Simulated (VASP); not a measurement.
Input of a VASP 6.6.1 run:

INCAR

```
PREC = Accurate
ENCUT = 520
EDIFF = 1E-7
ISMEAR = 0
SIGMA = 0.1
LREAL = F
LASPH = T
NELM = 60
ALGO = Fast
ISIF = 2
LWAVE = F
LCHARG = F
GGA = PE
NBANDS = 42
```

The input KPOINTS:

```
regular mesh
0
Gamma
  12 12 10
```

POSCAR

```
Cu5Ni
1.0
    4.4094511177     -0.0000000289      0.0000000000
   -2.2047255338      3.8186966991      0.0000000000
    0.0000000000      0.0000000000      4.1869738000
Cu Ni
5 1
Direct
    0.3295950000      0.3295950000      0.0000000000
    0.0000000000      0.6704050000      0.0000000000
    0.6704050000      0.0000000000      0.0000000000
    0.6666666667      0.3333333333      0.5000000000
    0.3333333333      0.6666666667      0.5000000000
    0.0000000000      0.0000000000      0.5000000000
```

Potentials or basis: VASP PAW PBE potentials, release 64 (Cu, Ni).

Launch:

```bash
$ cat potpaw_PBE.64/Cu/POTCAR potpaw_PBE.64/Ni/POTCAR > POTCAR
$ mpirun -np 1 vasp_std > vasp.out
```

(1) What does it give for the pressure?

Answers

(1) 0.5 GPa.
